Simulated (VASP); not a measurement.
# SnO (P4/nmm) in VASP: a series of runs

SnO is run at these levels: PBEsol; tasks: single point.

Program: VASP 6.6.1. These are calculated values, not measurements. Logs are shortened: lines on timing, memory, paths and dates and some standing lists are left out, and cuts for length are marked.

## (1) The cell of the first run

It takes space group P4/nmm (No. 129, tetragonal). Conventional cell: a = 3.764 Å, b = 3.764 Å, c = 4.529 Å, α = 90.00°, β = 90.00°, γ = 90.00°. Sn (site symmetry 4mm) has 4 O at 2.21 Å within 2.9 Å. O (site symmetry -4m2) has 4 Sn at 2.21 Å and 4 O at 2.66 Å within 2.9 Å.

## (2) Single point, PBEsol

INCAR

```
SYSTEM = SnO
PREC = Accurate ; ENCUT = 520
EDIFF = 1E-7 ; ISMEAR = 0
SIGMA = 0.1 ; LREAL = .False.
LASPH = .True. ; NELM = 100
ALGO = Fast ; ISIF = 2
LWAVE = .False. ; LCHARG = .False.
GGA = PS ; NBANDS = 50
```

KPOINTS

```
regular mesh
0
Gamma
  10 10 4
  0 0 0
```

POSCAR

```
SnO
1.0
    2.6616971858     -2.6616975156      0.0000000000
    2.6616971858      2.6616975156      0.0000000000
    0.0000000000      0.0000000000      9.0571380111
Sn O
4 4
Direct
    0.7500011109      0.2499988891      0.8775585385
    0.2499988891      0.7500011109      0.1224414615
    0.7499988891      0.2500011109      0.3775585385
    0.2500011109      0.7499988891      0.6224414615
    0.2500001831      0.2499998169      0.2500000000
    0.7499998169      0.7500001831      0.7500000000
    0.2499998169      0.2500001831      0.7500000000
    0.7500001831      0.7499998169      0.2500000000
```

Potentials or basis: VASP PAW PBE potentials, release 64 (Sn_d, O).

Launch:

```sh
$ cat potpaw_PBE.64/Sn_d/POTCAR potpaw_PBE.64/O/POTCAR > POTCAR
$ mpirun -np 1 vasp_std > vasp.out
```

OUTCAR:

```text
SYSTEM = SnO
   PREC = Accurate
   ENCUT = 520
   EDIFF = 1E-7
   ISMEAR = 0
   LREAL = .False.
   LASPH = .True.
   NELM = 100
   ISIF = 2
   GGA = PS

 ion  position               nearest neighbor table
   1  0.750  0.250  0.878-   6 2.21   7 2.21   6 2.21   7 2.21   2 3.46   2 3.46   2 3.46   2 3.46
                             4 3.52   4 3.52   4 3.52   4 3.52
   2  0.250  0.750  0.122-   5 2.21   8 2.21   8 2.21   5 2.21   1 3.46   1 3.46   1 3.46   1 3.46
                             3 3.52   3 3.52   3 3.52   3 3.52
   3  0.750  0.250  0.378-   5 2.21   8 2.21   5 2.21   8 2.21   4 3.46   4 3.46   4 3.46   4 3.46
                             2 3.52   2 3.52   2 3.52   2 3.52
   4  0.250  0.750  0.622-   6 2.21   7 2.21   7 2.21   6 2.21   3 3.46   3 3.46   3 3.46   3 3.46
                             1 3.52   1 3.52   1 3.52   1 3.52
   5  0.250  0.250  0.250-   2 2.21   3 2.21   2 2.21   3 2.21
   6  0.750  0.750  0.750-   1 2.21   4 2.21   4 2.21   1 2.21
   7  0.250  0.250  0.750-   1 2.21   4 2.21   1 2.21   4 2.21
   8  0.750  0.750  0.250-   2 2.21   3 2.21   3 2.21   2 2.21

  LATTYP: Found a simple tetragonal cell.
 ALAT       =     3.7642084923
 C/A-ratio  =     2.4061201790

  Lattice vectors:

 A1 = (   2.6616971858,  -2.6616975156,   0.0000000000)
 A2 = (   2.6616971858,   2.6616975156,   0.0000000000)
 A3 = (   0.0000000000,   0.0000000000,   9.0571380111)

Analysis of symmetry for initial positions (statically):
=====================================================================
 Subroutine PRICEL returns following result:

  LATTYP: Found a simple tetragonal cell.
 ALAT       =     3.7642084923
 C/A-ratio  =     1.2030600895

  Lattice vectors:

 A1 = (   2.6616971858,  -2.6616975156,   0.0000000000)
 A2 = (   2.6616971858,   2.6616975156,   0.0000000000)
 A3 = (   0.0000059138,   0.0000059138,   4.5285690055)

   2 primitive cells build up your supercell.

 Routine SETGRP: Setting up the symmetry group for a
 simple tetragonal supercell.

 Subroutine GETGRP returns: Found 16 space group operations
 (whereof  4 operations were pure point group operations)
 out of a pool of 16 trial point group operations.

The static configuration has the point symmetry C_2h.
 The point group associated with its full space group is D_4h.

Analysis of symmetry for dynamics (positions and initial velocities):
=====================================================================
 Subroutine PRICEL returns following result:

  LATTYP: Found a simple tetragonal cell.
 ALAT       =     3.7642084923
 C/A-ratio  =     1.2030600895

  Lattice vectors:

 A1 = (   2.6616971858,  -2.6616975156,   0.0000000000)
 A2 = (   2.6616971858,   2.6616975156,   0.0000000000)
 A3 = (   0.0000059138,   0.0000059138,   4.5285690055)

   2 primitive cells build up your supercell.

 Routine SETGRP: Setting up the symmetry group for a
 simple tetragonal supercell.

 Subroutine GETGRP returns: Found 16 space group operations
 (whereof  4 operations were pure point group operations)
 out of a pool of 16 trial point group operations.

The dynamic configuration has the point symmetry C_2h.
 The point group associated with its full space group is D_4h.

 Subroutine INISYM returns: Found 16 space group operations
 (whereof  4 operations are pure point group operations),
 and found     2 'primitive' translations

----------------------------------------------------------------------------------------

                                     Primitive cell

  volume of cell :      64.1665

  direct lattice vectors                    reciprocal lattice vectors
     2.661697186 -2.661697516  0.000000000     0.187850069 -0.187850046  0.000000000
     2.661697186  2.661697516  0.000000000     0.187850069  0.187850046 -0.000000491
     0.000005914  0.000005914  4.528569006     0.000000000  0.000000000  0.220820307

  length of vectors
     3.764208492  3.764208492  4.528569006     0.265660099  0.265660099  0.220820307

  position of ions in fractional coordinates (direct lattice)
     0.750001111  0.249994990  0.755117077
     0.249998889  0.750000567  0.244882923
     0.249999817  0.249996850  0.500000000
     0.749999817  0.749996850  0.500000000

  ion indices of the primitive-cell ions
   primitive index   ion index
                 1           1
                 2           2
                 3           7
                 4           6

----------------------------------------------------------------------------------------

 KPOINTS: regular mesh

Automatic generation of k-mesh.
 Grid dimensions read from file:
 generate k-points for:   10   10    4

 Generating k-lattice:

  Cartesian coordinates                     Fractional coordinates (reciprocal lattice)
     0.018785007 -0.018785005  0.000000000     0.100000000  0.000000000  0.000000000
     0.018785007  0.018785005  0.000000000     0.000000000  0.100000000  0.000000000
     0.000000000  0.000000000  0.027602538     0.000000000  0.000000000  0.250000000

  Length of vectors
     0.026566010  0.026566010  0.027602538

  Shift w.r.t. Gamma in fractional coordinates (k-lattice)
     0.000000000  0.000000000  0.000000000

 Subroutine IBZKPT returns following result:
 ===========================================

 Found     63 irreducible k-points:

 Following reciprocal coordinates:
            Coordinates               Weight
  0.000000  0.000000  0.000000      1.000000
  0.100000  0.000000  0.000000      4.000000
  0.200000  0.000000  0.000000      4.000000
  0.300000  0.000000  0.000000      4.000000
  0.400000  0.000000  0.000000      4.000000
  0.500000 -0.000000  0.000000      2.000000
[... 16 lines left out ...]
  0.100000  0.000000  0.250000      8.000000
  0.200000  0.000000  0.250000      8.000000
 [... further k-points ...]
   k-points           NKPTS =     63   k-points in BZ     NKDIM =     63   number of bands    NBANDS=     50
   number of dos      NEDOS =    301   number of ions     NIONS =      8
   total plane-waves  NPLWV =  54880
   dimension x,y,z NGX =    28 NGY =   28 NGZ =   70
   dimension x,y,z NGXF=    56 NGYF=   56 NGZF=  140
   ions per type =               4   4
   NGX,Y,Z   is equivalent  to a cutoff of  12.37, 12.37, 12.85 a.u.
   NGXF,Y,Z  is equivalent  to a cutoff of  24.73, 24.73, 25.70 a.u.
 SYSTEM =  SnO
   PREC   = accura    normal or accurate (medium, high low for compatibility)
   ISTART =      0    job   : 0-new  1-cont  2-samecut
   ICHARG =      2    charge: 1-file 2-atom 10-const
   ISPIN  =      1    spin polarized calculation?
   LNONCOLLINEAR =      F non collinear calculations
   LSORBIT =      F    spin-orbit coupling
   LASPH  =      T    aspherical Exc in radial PAW
   ENCUT  =  520.0 eV  38.22 Ry    6.18 a.u.   7.00  7.00 16.84*2*pi/ulx,y,z
   NELM   =    100;   NELMIN=  2; NELMDL= -5     # of ELM steps
   EDIFF  = 0.1E-06   stopping-criterion for ELM
   LREAL  =      F    real-space projection
   EDIFFG = 0.1E-05   stopping-criterion for IOM
   NSW    =      0    number of steps for IOM
   IBRION =     -1    ionic relax: 0-MD 1-quasi-New 2-CG
   NFREE  =      0    steps in history (QN), initial steepest desc. (CG)
   ISIF   =      2    stress and relaxation
   ISYM   =      2    0-nonsym 1-usesym 2-fastsym
   POTIM  = 0.5000    time-step for ionic-motion
   TEBEG  =    0.0;   TEEND  =   0.0 temperature during run
   PSTRESS=    0.0 pullay stress
   NELECT =      80.0000    total number of electrons
   NUPDOWN=      -1.0000    fix difference up-down
   EMIN   =  10.00;   EMAX   =-10.00  energy-range for DOS
   EFERMI =   0.00;   METHOD = LEGACY
   ISMEAR =     0;   SIGMA  =   0.10  broadening in eV -4-tet -1-fermi 0-gaus
   EFERMI_NEDOS =   21; number of points for ismear=-14 and -15
   IALGO  =     68    algorithm
   IMIX   =      4    mixing-type and parameters
     AMIX     =   0.40;   BMIX     =  1.00
     AMIX_MAG =   1.60;   BMIX_MAG =  1.00
  volume/ion in A,a.u.               =      16.04       108.25
  Fermi-wavevector in a.u.,A,eV,Ry     =   1.398488  2.642759 26.609845  1.955768
  Thomas-Fermi vector in A             =   2.521641
   LORBIT       =      0    0 simple, 1 ext, 2 COOP (PROOUT), +10 PAW based schemes
   GGA     = PS    functional components
   LHFCALC =     F    Hartree Fock is set to
   AEXX    =    0.0000 exact exchange contribution
   IVDW    =     0    specifies the selected vdW correction
   LEPSILON=     F    determine dielectric tensor
   LRPA    =     F    only Hartree local field effects (RPA)
 non-spin polarized calculation
 RMM-DIIS sequential band-by-band and
 Gauss-broadening in eV      SIGMA  =   0.10
  energy-cutoff  :      520.00
  volume of cell :      128.33
 maximum number of plane-waves:      3484
 NGX is ok and might be reduce to    28
   NGX = 13   NGY = 13   NGZ = 33

 number of electron      80.0000023 magnetization

 Free energy of the ion-electron system (eV)
  ---------------------------------------------------
  ext. energy  EPLUGINS =         0.00000000
  ---------------------------------------------------
  free energy    TOTEN  =       -48.34677724 eV

  energy without entropy =      -48.34239769  energy(sigma->0) =      -48.34458746

 E-fermi :   8.1213     XC(G=0): -10.9963

 val. band max:        8.0836814887   @ k =   0.4000   0.4000   0.0000
 cond. band min:       8.1322636775   @ k =   0.0000   0.0000   0.0000
 fundamental gap:      0.0485821888
 Fermi energy:         8.1213458980

 k-point     1 :       0.0000    0.0000    0.0000
  band No.  band energies     occupation
      1     -13.9785      2.00000
      2     -13.9378      2.00000
      3     -13.5140      2.00000
      4     -13.5035      2.00000
      5     -13.5035      2.00000
      6     -13.4731      2.00000
[... 42 lines left out ...]
     49      14.2650      0.00000
     50      14.6059      0.00000

 k-point     2 :       0.1000    0.0000    0.0000
  band No.  band energies     occupation
      1     -13.9721      2.00000
      2     -13.9361      2.00000
      3     -13.5163      2.00000
      4     -13.5016      2.00000
      5     -13.4993      2.00000
      6     -13.4722      2.00000
[... 42 lines left out ...]
     49      14.0468      0.00000
     50      14.3065      0.00000

 k-point     3 :       0.2000    0.0000    0.0000
  band No.  band energies     occupation
      1     -13.9542      2.00000
      2     -13.9312      2.00000
      3     -13.6064      2.00000
      4     -13.5383      2.00000
      5     -13.4955      2.00000
      6     -13.4871      2.00000
[... 42 lines left out ...]
     49      13.8980      0.00000
     50      14.5265      0.00000

 k-point     4 :       0.3000    0.0000    0.0000
  band No.  band energies     occupation
      1     -13.9265      2.00000
      2     -13.9224      2.00000
      3     -13.7182      2.00000
      4     -13.6552      2.00000
      5     -13.4892      2.00000
      6     -13.4844      2.00000
[... 999 lines left out ...]
 k-point    23 :       0.1000    0.0000    0.2500
  band No.  band energies     occupation
      1     -13.9672      2.00000
      2     -13.9417      2.00000
      3     -13.5119      2.00000
      4     -13.5012      2.00000
      5     -13.4955      2.00000
      6     -13.4749      2.00000
[... 42 lines left out ...]
     49      14.3773      0.00000
     50      14.8857      0.00000

 k-point    24 :       0.2000    0.0000    0.2500
  band No.  band energies     occupation
      1     -13.9510      2.00000
      2     -13.9348      2.00000
      3     -13.5999      2.00000
      4     -13.5558      2.00000
      5     -13.4887      2.00000
      6     -13.4815      2.00000
[... 42 lines left out ...]
     49      14.0835      0.00000
     50      14.8775      0.00000

 [... further k-points ...]

------------------------ aborting loop because EDIFF is reached ----------------------------------------

  FORCE on cell =-STRESS in cart. coord.  units (eV):
  Direction    XX          YY          ZZ          XY          YZ          ZX
  --------------------------------------------------------------------------------------
  -------------------------------------------------------------------------------------
  Total        2.6063905      2.6063912      2.6111976      0.0000000     -0.0000000      0.0000000
  in kB       32.5395651     32.5395732     32.5995791      0.0000000     -0.0000000      0.0000000
  external PRESSURE =      32.5595725 kB  Pullay stress =       0.0000000 kB

 VOLUME and BASIS-vectors are now :
 -----------------------------------------------------------------------------
  energy-cutoff  :      520.00
  volume of cell :      128.33
      direct lattice vectors                 reciprocal lattice vectors
     2.661697186 -2.661697516  0.000000000     0.187850069 -0.187850046  0.000000000
     2.661697186  2.661697516  0.000000000     0.187850069  0.187850046  0.000000000
     0.000000000  0.000000000  9.057138011     0.000000000  0.000000000  0.110410154

 POSITION                                       TOTAL-FORCE (eV/Angst)
 -----------------------------------------------------------------------------------
      2.66170     -1.33085      7.94817         0.000000      0.000000      0.086686
      2.66170      1.33085      1.10897        -0.000000     -0.000000     -0.086686
      2.66170     -1.33084      3.41960        -0.000000     -0.000000      0.086686
      2.66170      1.33084      5.63754         0.000000      0.000000     -0.086686
      1.33085     -0.00000      2.26428         0.000000     -0.000000      0.000000
      3.99255      0.00000      6.79285        -0.000000      0.000000     -0.000000
      1.33085      0.00000      6.79285        -0.000000      0.000000      0.000000
      3.99255     -0.00000      2.26428         0.000000      0.000000     -0.000000
 -----------------------------------------------------------------------------------
    total drift:                                0.000000     -0.036313     -0.011301

  FREE ENERGIE OF THE ION-ELECTRON SYSTEM (eV)
  ---------------------------------------------------
  free  energy   TOTEN  =       -48.3467772387 eV

  energy  without entropy=      -48.3423976882  energy(sigma->0) =      -48.34458746
```

Wall time 9.7 min (1 thread of Oxide Virtual Turin-like, shared host); peak memory 0.39 GiB.

What came out:

- Free energy: -48.3468 eV
- Pressure: 3.3 GPa
- Largest force: 0.087 eV/Å
- Band gap on the k mesh: zero (bands 40 and 41 overlap by 0.53 eV)

Forces on the atoms (eV/Å):
```
Sn   0.000  0.000  0.087
Sn   0.000  0.000 -0.087
Sn   0.000  0.000  0.087
Sn   0.000  0.000 -0.087
O    0.000  0.000  0.000
O    0.000  0.000  0.000
O    0.000  0.000  0.000
O    0.000  0.000  0.000
```

Caveat: the cell stands under pressure; semilocal functionals underestimate gaps, and a narrow one can read as zero; the PAW data sets were made with another functional, which shifts forces and pressure a little; spin-orbit coupling is left out, which moves the levels of the heavy elements.

## (3) Single point, PBEsol

This run uses another cell than the first one, of 17.20 Å³/atom.

INCAR

```
  PREC = Accurate
  ENCUT = 520
  EDIFF = 1E-6
  ISMEAR = 0
  SIGMA = 0.02
  LREAL = F
  LASPH = T
  NELM = 100
  ALGO = Fast
  ISIF = 2
  LWAVE = F
  LCHARG = F
  GGA = PS
  NBANDS = 50
```

KPOINTS

```
regular mesh
0
Gamma
  10 10 4
```

POSCAR

```
SnO
1.0
    2.6910265884     -2.6910263635      0.0000000000
    2.6910265884      2.6910263635      0.0000000000
    0.0000000000      0.0000000000      9.5027697882
Sn O
4 4
Direct
    0.7500077539      0.2499922461      0.8712316862
    0.2499922461      0.7500077539      0.1287683138
    0.7499922461      0.2500077539      0.3712316862
    0.2500077539      0.7499922461      0.6287683138
    0.2499958231      0.2500041769      0.2500000000
    0.7500041769      0.7499958231      0.7500000000
    0.2500041769      0.2499958231      0.7500000000
    0.7499958231      0.7500041769      0.2500000000
```

Potentials or basis: VASP PAW PBE potentials, release 64 (Sn_d, O).

Launch:

```sh
$ cat potpaw_PBE.64/Sn_d/POTCAR potpaw_PBE.64/O/POTCAR > POTCAR
$ mpirun -np 1 vasp_std > vasp.out
```

Run time: 16 min. Hardware: 1 thread of Oxide Virtual Turin-like, shared host; peak memory 0.52 GiB.

Results (log left out):

* Free energy: -48.4288 eV
* Pressure: 0.2 GPa
* Largest force: 0.086 eV/Å
* Band gap on the k mesh: zero (bands 40 and 41 overlap by 0.09 eV)

Forces on the atoms (eV/Å):
```
Sn   0.000  0.000  0.086
Sn   0.000  0.000 -0.086
Sn   0.000  0.000  0.086
Sn   0.000  0.000 -0.086
O    0.000  0.000  0.000
O    0.000  0.000  0.000
O    0.000  0.000  0.000
O    0.000  0.000  0.000
```

Levels at points of the mesh, in eV from the Fermi level:
```
           k point  band 38  band 39  band 40  band 41  band 42  band 43
(0.00, 0.00, 0.00)    -3.01    -2.21    -0.02     1.57     2.11     2.77
(0.50, 0.00, 0.00)    -2.79    -1.75    -1.75     2.63     2.63     3.24
(0.50, 0.50, 0.00)    -2.53    -1.90    -1.90    -0.10    -0.10     2.27
(0.00, 0.00, 0.50)    -3.21    -0.57    -0.57     1.57     1.57     3.38
(0.50, 0.00, 0.50)    -2.22    -2.22    -2.22     2.93     2.93     2.93
(0.50, 0.50, 0.50)    -2.38    -2.38    -2.38     0.82     0.82     0.82
```

Caveat: semilocal functionals underestimate gaps, and a narrow one can read as zero; the PAW data sets were made with another functional, which shifts forces and pressure a little; spin-orbit coupling is left out, which moves the levels of the heavy elements.

The gap in the log of VASP goes by the Fermi energy; the results here count the filled bands.